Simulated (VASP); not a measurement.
# Li3H8 (R-3m) in VASP: further runs

The runs below take Li3H8 through single point, relaxation of cell and atoms, with PBE.

All numbers are computed with VASP 6.6.1; they aren't measurements. Logs are shortened: lines on timing, memory, paths and dates and some standing lists are left out, and cuts for length are marked.

## (1) The cell of the first run

It takes space group R-3m (No. 166, trigonal). Conventional cell: a = 4.202 Å, b = 4.202 Å, c = 15.180 Å, α = 90.00°, β = 90.00°, γ = 120.00°. Within 2.3 Å of Li (site symmetry 3m) lie 3 H at 1.72 Å. Within 2.9 Å of Li (site symmetry -3m) lie 14 H at 2.10 to 2.81 Å and 6 Li at 2.72 Å. H (site symmetry 2/m) has 2 H at 1.21 Å within 1.6 Å. H (site symmetry 3m) has 3 H at 1.21 Å within 1.6 Å. H (site symmetry 2/m) has 4 Li at 1.72 to 2.10 Å and 4 H at 2.10 Å within 2.3 Å.

The cell was generated, and may not be a known phase.

## (2) Single point, PBE

INCAR

```
SYSTEM = Li3H8
PREC = Accurate
ENCUT = 520
EDIFF = 1E-7
ISMEAR = 0
SIGMA = 0.1
LREAL = .False.
LASPH = .True.
NELM = 100
ALGO = Normal
ISIF = 2
LWAVE = .False.
LCHARG = .False.
GGA = PE
NBANDS = 20
```

KPOINTS

```
Automatic mesh
0
Gamma
  12 12 12
  0 0 0
```

POSCAR

```
Li3H8
1.0
    2.1008205876      1.2129093318      5.0600828041
   -2.1008205876      1.2129093318      5.0600828041
    0.0000000000     -2.4258186635      5.0600828041
Li H
3 8
Direct
    0.5859369855      0.5859369855      0.5859369855
    0.4140630145      0.4140630145      0.4140630145
    0.0000000000      0.0000000000      0.0000000000
    0.0000000000      0.0000000000      0.5000000000
    0.5000000000      0.0000000000      0.0000000000
    0.0000000000      0.5000000000      0.0000000000
    0.8329973194      0.8329973194      0.8329973194
    0.1670026806      0.1670026806      0.1670026806
    0.5000000000      0.5000000000      0.0000000000
    0.0000000000      0.5000000000      0.5000000000
    0.5000000000      0.0000000000      0.5000000000
```

Potentials or basis: VASP PAW PBE potentials, release 64 (Li_sv, H).

Launch:

```bash
$ cat potpaw_PBE.64/Li_sv/POTCAR potpaw_PBE.64/H/POTCAR > POTCAR
$ mpirun -np 1 vasp_std > vasp.out
```

OUTCAR:

```text
SYSTEM = Li3H8
   PREC = Accurate
   ENCUT = 520
   EDIFF = 1E-7
   ISMEAR = 0
   LREAL = .False.
   LASPH = .True.
   NELM = 100
   ISIF = 2
   GGA = PE

 ion  position               nearest neighbor table
   1  0.586  0.586  0.586-   9 1.72  10 1.72  11 1.72
   2  0.414  0.414  0.414-   9 1.72  10 1.72  11 1.72
   3  0.000  0.000  0.000-
   4  0.000  0.000  0.500-
   5  0.500  0.000  0.000-
   6  0.000  0.500  0.000-
   7  0.833  0.833  0.833-
   8  0.167  0.167  0.167-
   9  0.500  0.500  0.000-   1 1.72   2 1.72
  10  0.000  0.500  0.500-   1 1.72   2 1.72
  11  0.500  0.000  0.500-   1 1.72   2 1.72

  LATTYP: Found a trigonal (rhomboedric) cell.
 ALAT       =     5.6115090816
 COS(alpha) =     0.7196835497

  Lattice vectors:

 A1 = (   2.1008205876,   1.2129093318,   5.0600828041)
 A2 = (  -2.1008205876,   1.2129093318,   5.0600828041)
 A3 = (   0.0000000000,  -2.4258186635,   5.0600828041)

Analysis of symmetry for initial positions (statically):
=====================================================================
 Subroutine PRICEL returns:
 Original cell was already a primitive cell.

 Routine SETGRP: Setting up the symmetry group for a
 trigonal (rhombohedral) supercell.

 Subroutine GETGRP returns: Found 12 space group operations
 (whereof 12 operations were pure point group operations)
 out of a pool of 12 trial point group operations.

The static configuration has the point symmetry D_3d.

Analysis of symmetry for dynamics (positions and initial velocities):
=====================================================================
 Subroutine PRICEL returns:
 Original cell was already a primitive cell.

 Routine SETGRP: Setting up the symmetry group for a
 trigonal (rhombohedral) supercell.

 Subroutine GETGRP returns: Found 12 space group operations
 (whereof 12 operations were pure point group operations)
 out of a pool of 12 trial point group operations.

The dynamic configuration has the point symmetry D_3d.

 Subroutine INISYM returns: Found 12 space group operations
 (whereof 12 operations are pure point group operations),
 and found     1 'primitive' translations

----------------------------------------------------------------------------------------

                                     Primitive cell

  volume of cell :      77.3617

  direct lattice vectors                    reciprocal lattice vectors
     2.100820588  1.212909332  5.060082804     0.238002237  0.137410656  0.065875075
    -2.100820588  1.212909332  5.060082804    -0.238002237  0.137410656  0.065875075
     0.000000000 -2.425818663  5.060082804     0.000000000 -0.274821312  0.065875075

  length of vectors
     5.611509082  5.611509082  5.611509082     0.282606226  0.282606226  0.282606226

  position of ions in fractional coordinates (direct lattice)
     0.585936985  0.585936985  0.585936985
     0.414063015  0.414063015  0.414063015
     0.000000000  0.000000000  0.000000000
     0.000000000  0.000000000  0.500000000
     0.500000000  0.000000000  1.000000000
     0.000000000  0.500000000  1.000000000
     0.832997319  0.832997319  0.832997319
     0.167002681  0.167002681  0.167002681
     0.500000000  0.500000000  1.000000000
     0.000000000  0.500000000  0.500000000
     0.500000000  0.000000000  0.500000000

  ion indices of the primitive-cell ions
   primitive index   ion index
                 1           1
                 2           2
                 3           3
                 4           4
                 5           5
                 6           6
                 7           7
                 8           8
                 9           9
                10          10
                11          11

----------------------------------------------------------------------------------------

 KPOINTS: Automatic mesh

Automatic generation of k-mesh.
 Grid dimensions read from file:
 generate k-points for:   12   12   12

 Generating k-lattice:

  Cartesian coordinates                     Fractional coordinates (reciprocal lattice)
     0.019833520  0.011450888  0.005489590     0.083333333  0.000000000  0.000000000
    -0.019833520  0.011450888  0.005489590     0.000000000  0.083333333  0.000000000
     0.000000000 -0.022901776  0.005489590     0.000000000  0.000000000  0.083333333

  Length of vectors
     0.023550519  0.023550519  0.023550519

  Shift w.r.t. Gamma in fractional coordinates (k-lattice)
     0.000000000  0.000000000  0.000000000

 Subroutine IBZKPT returns following result:
 ===========================================

 Found    189 irreducible k-points:

 Following reciprocal coordinates:
            Coordinates               Weight
  0.000000  0.000000  0.000000      1.000000
  0.083333 -0.000000  0.000000      6.000000
  0.166667 -0.000000  0.000000      6.000000
  0.250000  0.000000  0.000000      6.000000
  0.333333 -0.000000  0.000000      6.000000
  0.416667  0.000000  0.000000      6.000000
[... 16 lines left out ...]
[... 35 lines left out ...]
   EFERMI =   0.00;   METHOD = LEGACY
   ISMEAR =     0;   SIGMA  =   0.10  broadening in eV -4-tet -1-fermi 0-gaus
   EFERMI_NEDOS =   21; number of points for ismear=-14 and -15
   IALGO  =     38    algorithm
   IMIX   =      4    mixing-type and parameters
     AMIX     =   0.40;   BMIX     =  1.00
     AMIX_MAG =   1.60;   BMIX_MAG =  1.00
  volume/ion in A,a.u.               =       7.03        47.46
  Fermi-wavevector in a.u.,A,eV,Ry     =   0.987906  1.866872 13.278726  0.975959
  Thomas-Fermi vector in A             =   2.119394
   LORBIT       =      0    0 simple, 1 ext, 2 COOP (PROOUT), +10 PAW based schemes
   GGA     = PE    functional components
   LHFCALC =     F    Hartree Fock is set to
   AEXX    =    0.0000 exact exchange contribution
   IVDW    =     0    specifies the selected vdW correction
   LEPSILON=     F    determine dielectric tensor
   LRPA    =     F    only Hartree local field effects (RPA)
 non-spin polarized calculation
 Gauss-broadening in eV      SIGMA  =   0.10
  energy-cutoff  :      520.00
  volume of cell :       77.36
 maximum number of plane-waves:      2100
 NGX is ok and might be reduce to    42
   NGX = 21   NGY = 21   NGZ = 21

 number of electron      16.9999997 magnetization

 Free energy of the ion-electron system (eV)
  ---------------------------------------------------
  ext. energy  EPLUGINS =         0.00000000
  ---------------------------------------------------
  free energy    TOTEN  =       -28.90235572 eV

  energy without entropy =      -28.89303178  energy(sigma->0) =      -28.89769375

 E-fermi :   0.3282     XC(G=0):  -8.3005

 val. band max:        0.3133168588   @ k =   0.4167   0.1667   0.1667
 cond. band min:       0.3292448226   @ k =  -0.4167   0.3333   0.2500
 fundamental gap:      0.0159279638
 Fermi energy:         0.3281792004

 k-point     1 :       0.0000    0.0000    0.0000
  band No.  band energies     occupation
      1     -45.1956      2.00000
      2     -45.1652      2.00000
      3     -45.1254      2.00000
      4      -9.5932      2.00000
      5      -4.9237      2.00000
      6      -1.2152      2.00000
[... 12 lines left out ...]
     19      12.7990      0.00000
     20      12.7990      0.00000

 k-point     2 :       0.0833   -0.0000    0.0000
  band No.  band energies     occupation
      1     -45.1950      2.00000
      2     -45.1654      2.00000
      3     -45.1258      2.00000
      4      -9.5325      2.00000
      5      -4.8774      2.00000
      6      -2.0007      2.00000
[... 12 lines left out ...]
     19      12.2291      0.00000
     20      12.7829      0.00000
[... 465 lines left out ...]
      3     -45.1329      2.00000
      4      -8.0450      2.00000
      5      -6.1579      2.00000
      6      -3.8462      2.00000
[... 12 lines left out ...]
     19      12.3783      0.00000
     20      13.3618      0.00000

 k-point    24 :      -0.4167    0.1667   -0.0000
  band No.  band energies     occupation
      1     -45.1843      2.00000
      2     -45.1676      2.00000
      3     -45.1336      2.00000
      4      -7.8017      2.00000
      5      -6.4933      2.00000
      6      -3.6363      2.00000
[... 12 lines left out ...]
     19      12.7869      0.00000
     20      13.1998      0.00000

 [... further k-points ...]

------------------------ aborting loop because EDIFF is reached ----------------------------------------

  FORCE on cell =-STRESS in cart. coord.  units (eV):
  Direction    XX          YY          ZZ          XY          YZ          ZX
  --------------------------------------------------------------------------------------
  -------------------------------------------------------------------------------------
  Total       -0.0947543     -0.0947543     -0.1199616      0.0000000     -0.0000000      0.0000000
  in kB       -1.9623813     -1.9623813     -2.4844288      0.0000000     -0.0000000      0.0000000
  external PRESSURE =      -2.1363971 kB  Pullay stress =       0.0000000 kB

 VOLUME and BASIS-vectors are now :
 -----------------------------------------------------------------------------
  energy-cutoff  :      520.00
  volume of cell :       77.36
      direct lattice vectors                 reciprocal lattice vectors
     2.100820588  1.212909332  5.060082804     0.238002237  0.137410656  0.065875075
    -2.100820588  1.212909332  5.060082804    -0.238002237  0.137410656  0.065875075
     0.000000000 -2.425818663  5.060082804     0.000000000 -0.274821312  0.065875075

 POSITION                                       TOTAL-FORCE (eV/Angst)
 -----------------------------------------------------------------------------------
      0.00000      0.00000      8.89467         0.000000     -0.000000     -0.006855
      0.00000      0.00000      6.28558         0.000000      0.000000      0.006855
      0.00000      0.00000      0.00000         0.000000     -0.000000      0.000000
      0.00000     -1.21291      2.53004        -0.000000     -0.000000      0.000000
      1.05041      0.60645      2.53004         0.000000     -0.000000      0.000000
     -1.05041      0.60645      2.53004         0.000000     -0.000000      0.000000
      0.00000      0.00000     12.64511         0.000000      0.000000      0.000743
      0.00000      0.00000      2.53514         0.000000     -0.000000     -0.000743
      0.00000      1.21291      5.06008         0.000000     -0.000000      0.000000
     -1.05041     -0.60645      5.06008         0.000000     -0.000000      0.000000
      1.05041     -0.60645      5.06008        -0.000000     -0.000000      0.000000
 -----------------------------------------------------------------------------------
    total drift:                               -0.000000     -0.000000     -0.000000

  FREE ENERGIE OF THE ION-ELECTRON SYSTEM (eV)
  ---------------------------------------------------
  free  energy   TOTEN  =       -28.9023557243 eV

  energy  without entropy=      -28.8930317818  energy(sigma->0) =      -28.89769375
```

Run time: 5.9 min. Hardware: 1 thread of AMD EPYC 9R45 (Zen 5), shared host; peak memory 0.36 GiB.

What came out:

```yaml
Free_energy: -28.9024 eV
Largest_force: 0.007 eV/Å
Band_gap_on_the_k_mesh: zero (an odd number of electrons rules out a gap without spin polarisation)
```

Forces in eV/Å, atoms in the order of the input:
```
Li   0.000  0.000 -0.007
Li   0.000  0.000  0.007
Li   0.000  0.000  0.000
H    0.000  0.000  0.000
H    0.000  0.000  0.000
H    0.000  0.000  0.000
H    0.000  0.000  0.001
H    0.000  0.000 -0.001
H    0.000  0.000  0.000
H    0.000  0.000  0.000
H    0.000  0.000  0.000
```

Caveat: the cutoff is under 1.25 times the usual one of these potentials, so pressure, stress and relaxed cells hold a basis-set (Pulay) error; an odd number of electrons without spin polarisation forces a metal; a magnetic or distorted state may lie lower.

## (3) Relaxation of cell and atoms, PBE

This run uses another cell than the first one, of 7.06 Å³/atom.

INCAR

```
PREC     = Accurate       # precision mode
ENCUT    = 600            # plane-wave cutoff, eV
EDIFF    = 1E-6           # SCF threshold, eV
ISMEAR   = 0              # smearing method
SIGMA    = 0.1            # smearing width, eV
LREAL    = F              # projectors in reciprocal space
LASPH    = T              # aspherical terms in the spheres
NELM     = 100            # most SCF steps
ALGO     = Normal         # electronic algorithm
ISIF     = 3              # what is computed and relaxed
LWAVE    = F              # write WAVECAR
LCHARG   = F              # write CHGCAR
GGA      = PE             # functional
IBRION   = 2              # ionic algorithm
NSW      = 100            # ionic steps
EDIFFG   = -0.01          # ionic threshold
```

KPOINTS

```
Automatic mesh
0
Gamma
  12 12 12
```

POSCAR

```
Li3H8
1.0
    2.1060095803      1.2159051981      5.0539860748
   -2.1060095803      1.2159051981      5.0539860748
    0.0000000000     -2.4318103962      5.0539860748
Li H
3 8
Direct
    0.5857954581      0.5857954581      0.5857954581
    0.4142045419      0.4142045419      0.4142045419
    0.0000000000      0.0000000000      0.0000000000
    0.0000000000      0.0000000000      0.5000000000
    0.5000000000      0.0000000000      0.0000000000
    0.0000000000      0.5000000000      0.0000000000
    0.8324963945      0.8324963945      0.8324963945
    0.1675036055      0.1675036055      0.1675036055
    0.5000000000      0.5000000000      0.0000000000
    0.0000000000      0.5000000000      0.5000000000
    0.5000000000      0.0000000000      0.5000000000
```

Potentials or basis: VASP PAW PBE potentials, release 64 (Li_sv, H).

Launch:

```bash
$ cat potpaw_PBE.64/Li_sv/POTCAR potpaw_PBE.64/H/POTCAR > POTCAR
$ mpirun -np 1 vasp_std > vasp.out
```

Run time: 13 min. Hardware: 1 thread of AMD EPYC 9R45 (Zen 5), shared host; peak memory 0.43 GiB.

The run converged. Its results:

* Free energy: -28.9057 eV
* Relaxed volume: 7.00 Å³/atom
* Relaxed cell: a = 5.595 Å, b = 5.595 Å, c = 5.595 Å, α = 44.06°, β = 44.06°, γ = 44.06°
* Space group after relaxing (to 0.1 Å): R-3m (No. 166)
* Energy gained by relaxing: 0.1 meV/atom
* Ionic steps: 5
* Pressure after relaxing: 0.0 GPa
* Largest force after relaxing: 0.003 eV/Å
* Band gap on the k mesh: zero (an odd number of electrons rules out a gap without spin polarisation)

Forces in eV/Å, atoms in the order of the input:
```
Li   0.000  0.000  0.003
Li   0.000  0.000 -0.003
Li   0.000  0.000  0.000
H    0.000  0.000  0.000
H    0.000  0.000  0.000
H    0.000  0.000  0.000
H    0.000  0.000 -0.001
H    0.000  0.000  0.001
H    0.000  0.000  0.000
H    0.000  0.000  0.000
H    0.000  0.000  0.000
```

The path:
| step | energy change (eV) | largest force (eV/Å) | pressure (GPa) | volume (Å³) |
| --- | --- | --- | --- | --- |
| 1 | 0.0000 | 0.0273 | -0.35 | 77.65 |
| 2 | -0.0004 | 0.0227 | -0.25 | 77.48 |
| 3 | -0.0009 | 0.0175 | -0.01 | 77.06 |
| 4 | -0.0009 | 0.0116 | -0.03 | 77.03 |
| 5 | -0.0010 | 0.0032 | -0.01 | 76.95 |

Final structure:
```cif
data_structure
_symmetry_space_group_name_H-M 'P 1'
_symmetry_Int_Tables_number 1
_cell_length_a 5.5952
_cell_length_b 5.5952
_cell_length_c 5.5952
_cell_angle_alpha 44.062
_cell_angle_beta 44.062
_cell_angle_gamma 44.062
_cell_volume 76.95
loop_
_atom_site_label
_atom_site_type_symbol
_atom_site_fract_x
_atom_site_fract_y
_atom_site_fract_z
_atom_site_occupancy
Li1 Li 0.58573 0.58573 0.58573 1
Li2 Li 0.41427 0.41427 0.41427 1
Li3 Li 0.00000 0.00000 0.00000 1
H1 H 0.00000 0.00000 0.50000 1
H2 H 0.50000 0.00000 0.00000 1
H3 H 0.00000 0.50000 0.00000 1
H4 H 0.83303 0.83303 0.83303 1
H5 H 0.16697 0.16697 0.16697 1
H6 H 0.50000 0.50000 0.00000 1
H7 H 0.00000 0.50000 0.50000 1
H8 H 0.50000 0.00000 0.50000 1
```

Levels at points of the mesh, in eV from the Fermi level:
```
           k point  band 4  band 5  band 6  band 7  band 8  band 9  band 10  band 11  band 12  band 13
(0.00, 0.00, 0.00)   -9.95   -5.26   -1.55   -0.52   -0.52    0.71     0.71     1.77     4.69     4.69
(0.50, 0.00, 0.00)   -8.37   -6.64   -4.08   -2.45   -1.10   -0.48     2.11     3.67     4.85     6.66
(0.50, 0.50, 0.00)   -8.36   -6.50   -4.20   -2.93   -1.83    0.70     2.04     4.90     5.49     7.88
(0.50, 0.50, 0.50)   -9.85   -5.77   -1.53   -0.43   -0.43    0.33     0.33     4.98     5.24     6.04
```

Caveat: the cutoff is under 1.25 times the usual one of these potentials, so pressure, stress and relaxed cells hold a basis-set (Pulay) error; an odd number of electrons without spin polarisation forces a metal; a magnetic or distorted state may lie lower.

## (4) Single point, PBE

This run uses another cell than the first one, of 7.06 Å³/atom.

INCAR

```
PREC = Accurate
ENCUT = 520
EDIFF = 1E-6
ISMEAR = 0
SIGMA = 0.1
LREAL = False
LASPH = True
NELM = 100
ALGO = Normal
ISIF = 2
LWAVE = False
LCHARG = False
GGA = PE
NBANDS = 20
```

KPOINTS

```
regular mesh
0
Gamma
  6 6 6
```

POSCAR is that of step 3.

Launch:

```bash
$ cat potpaw_PBE.64/Li_sv/POTCAR potpaw_PBE.64/H/POTCAR > POTCAR
$ mpirun -np 1 vasp_std > vasp.out
```

Wall time 56 s (1 thread of AMD EPYC 9R45 (Zen 5), shared host); peak memory 0.22 GiB.

Results (log left out):

```yaml
Free_energy: -28.9052 eV
Largest_force: 0.033 eV/Å
Band_gap_on_the_k_mesh: zero (an odd number of electrons rules out a gap without spin polarisation)
```

Forces in eV/Å, atoms in the order of the input:
```
Li   0.000  0.000 -0.023
Li   0.000  0.000  0.023
Li   0.000  0.000  0.000
H    0.000  0.000  0.000
H    0.000  0.000  0.000
H    0.000  0.000  0.000
H    0.000  0.000  0.033
H    0.000  0.000 -0.033
H    0.000  0.000  0.000
H    0.000  0.000  0.000
H    0.000  0.000  0.000
```

Levels at points of the mesh, in eV from the Fermi level:
```csv
k point,band 5,band 6,band 7,band 8,band 9,band 10,band 11,band 12
"(0.00, 0.00, 0.00)",-5.15,-1.40,-0.40,-0.40,0.77,0.77,1.88,4.77
"(0.50, 0.00, 0.00)",-6.47,-3.97,-2.36,-0.96,-0.40,2.22,3.78,4.92
"(0.50, 0.50, 0.00)",-6.32,-4.10,-2.84,-1.71,0.79,2.17,4.97,5.57
"(0.50, 0.50, 0.50)",-5.66,-1.38,-0.29,-0.29,0.39,0.39,5.06,5.34
```

Caveat: the cutoff is under 1.25 times the usual one of these potentials, so pressure, stress and relaxed cells hold a basis-set (Pulay) error; an odd number of electrons without spin polarisation forces a metal; a magnetic or distorted state may lie lower.

## (5) Summary

```csv
task,cell,k mesh,cutoff (eV),gap on the mesh (eV),largest force (eV/Å)
single point,"a = 5.612 Å, angles 44.0°, 11 atoms, atomic positions A",12 × 12 × 12,520,none,0.01
relaxation of cell and atoms,"relaxed from a = 5.609 Å, angles 44.1°, 11 atoms, atomic positions B",12 × 12 × 12,600,none,-
single point,"a = 5.609 Å, angles 44.1°, 11 atoms, atomic positions B",6 × 6 × 6,520,none,0.03
```

Alike in all rows: level PBE; potentials or basis VASP PAW PBE potentials, release 64 (Li_sv, H); no spin polarisation; smearing gaussian 0.1 eV.

Caveats: the cutoff is under 1.25 times the usual one of these potentials, so pressure, stress and relaxed cells hold a basis-set (Pulay) error; an odd number of electrons without spin polarisation forces a metal; a magnetic or distorted state may lie lower.

Total energies depend on the potentials used, so only differences within one code and one set of settings carry meaning.

The gap in the log of VASP goes by the Fermi energy; the results here count the filled bands.